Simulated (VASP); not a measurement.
Wanted: the native input for a VASP 6.6.1 run.

| Item | Value |
| --- | --- |
| Task | single point |
| Functional | r2SCAN |
| Dispersion | D4 |
| Potentials or basis | VASP PAW PBE potentials, release 64 (Hf_pv, In_d, Si, O) |
| Cutoff | 520 eV |
| k mesh | 4 × 4 × 2 |
| Occupations | fermi-dirac, width 0.05 eV |
| Spin | no spin polarisation |
| Dipole correction | no |
| Further INCAR settings | ALGO = Normal; EDIFF = 1e-06; NBANDS = 63 |

HfIn4SiO6:

```
CELL_PARAMETERS angstrom
5.15726 0.00000 0.00000
-2.57863 4.46631 0.00000
0.00000 0.00000 9.97612
ATOMIC_POSITIONS crystal
Hf 0.00000 0.00000 0.00000
In 0.33333 0.66667 0.32152
In 0.33333 0.66667 0.67848
In 0.66667 0.33333 0.77635
In 0.66667 0.33333 0.22365
Si 0.33333 0.66667 0.00000
O 0.31396 0.37268 0.89509
O 0.62732 0.68604 0.10491
O 0.62732 0.94128 0.89509
O 0.05872 0.37268 0.10491
O 0.05872 0.68604 0.89509
O 0.31396 0.94128 0.10491
```

These files were run (other wordings do the same):

POSCAR

```
HfIn4SiO6
1.0
    5.1572565592      0.0000028210      0.0000000000
   -2.5786307227      4.4663137836      0.0000000000
    0.0000000000      0.0000000000      9.9761160534
Hf In Si O
1 4 1 6
Direct
    0.0000000000      0.0000000000      0.0000000000
    0.3333333333      0.6666666667      0.3215177760
    0.3333333333      0.6666666667      0.6784822240
    0.6666666667      0.3333333333      0.7763503112
    0.6666666667      0.3333333333      0.2236496888
    0.3333333333      0.6666666667      0.0000000000
    0.3139610085      0.3726836403      0.8950924524
    0.6273163597      0.6860389915      0.1049075476
    0.6273163597      0.9412773683      0.8950924524
    0.0587226317      0.3726836403      0.1049075476
    0.0587226317      0.6860389915      0.8950924524
    0.3139610085      0.9412773683      0.1049075476
```

INCAR.step1

```
PREC = Accurate ; ENCUT = 520
ISMEAR = -1 ; SIGMA = 0.05
LREAL = False ; LASPH = True
NELM = 80 ; NBANDS = 63
GGA = PE ; ALGO = Normal
EDIFF = 1E-4 ; LWAVE = True
LCHARG = False
```

INCAR.step2

```
PREC = Accurate ; ENCUT = 520
EDIFF = 1E-6 ; ISMEAR = -1
SIGMA = 0.05 ; LREAL = False
LASPH = True ; NELM = 80
ALGO = Normal ; ISIF = 2
LWAVE = False ; LCHARG = True
METAGGA = R2SCAN ; LMIXTAU = True
IVDW = 13 ; VDW_S6 = 1.0
VDW_S8 = 0.6018749 ; VDW_A1 = 0.51559235
VDW_A2 = 5.77342911 ; LELF = True
LVHAR = True ; NBANDS = 63
ISTART = 1
```

KPOINTS

```
regular mesh
0
Gamma
  4 4 2
```

Potentials or basis: VASP PAW PBE potentials, release 64 (Hf_pv, In_d, Si, O).

Run with:

```console
$ cat potpaw_PBE.64/Hf_pv/POTCAR potpaw_PBE.64/In_d/POTCAR potpaw_PBE.64/Si/POTCAR potpaw_PBE.64/O/POTCAR > POTCAR
$ cp INCAR.step1 INCAR
$ mpirun -np 1 vasp_std > vasp.out
$ cp INCAR.step2 INCAR
$ mpirun -np 1 vasp_std > vasp.out
```

Results of the run:

* Pressure: -0.3 GPa
* Largest force: 0.196 eV/Å
* Band gap on the k mesh: zero (bands 51 and 52 overlap by 0.58 eV)
* Dispersion energy per atom: -0.074 eV

Caveat: the PAW data sets were made with another functional, which shifts forces and pressure a little; spin-orbit coupling is left out, which moves the levels of the heavy elements.

It took 17 min on 1 thread of Intel(R) Xeon(R) Platinum 8488C (Sapphire Rapids), on a shared host, peak memory 0.46 GiB.
